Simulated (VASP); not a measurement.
Runs of VASP 6.6.1 on BaZrO3. The structure is that of space group P4/mmm (No. 123), or close to it. The cells are those of the table. 

| potentials or basis | cell | cutoff (eV) | second run | gap on the mesh (eV) | pressure (GPa) |
| --- | --- | --- | --- | --- | --- |
| VASP PAW LDA potentials, release 64 (Ba_sv, Zr_sv, O) | a = 3.805, b = 3.805, c = 4.147 Å, 5 atoms | 520 | - | (b) | 50.2 |
| VASP PAW LDA potentials, release 64 (Ba_sv, Zr_sv, O_h) | a = 3.805, b = 4.147, c = 4.147 Å, 5 atoms | 910 | hard_potentials | 2.62 | (a) |
| VASP PAW LDA potentials, release 64 (Ba_sv, Zr_sv, O) | a = 3.691, b = 4.262, c = 4.147 Å, 5 atoms | 520 | - | 2.11 | 27.7 |
| VASP PAW LDA potentials, release 64 (Ba_sv, Zr_sv, O) | a = 3.919, b = 4.262, c = 4.147 Å, 5 atoms | 520 | - | 2.88 | 8.9 |
| VASP PAW LDA potentials, release 64 (Ba_sv, Zr_sv, O) | a = 3.805, b = 4.147, c = 4.147 Å, 5 atoms | 520 | - | 2.61 | 23.1 |

Alike in all rows: task single point; level LDA; no spin polarisation; k mesh 6 × 6 × 6; smearing gaussian 0.05 eV.

**Question.** Estimate the missing entries.

**Answer.** (a) 22.7; (b) 2.80.

Caveats: spin-orbit coupling is left out, which moves the levels of the heavy elements; the cutoff is under 1.25 times the usual one of these potentials, so pressure, stress and relaxed cells hold a basis-set (Pulay) error (some runs).

A k mesh can miss the band edges, and the runs leave out spin-orbit coupling on Ba, Zr.
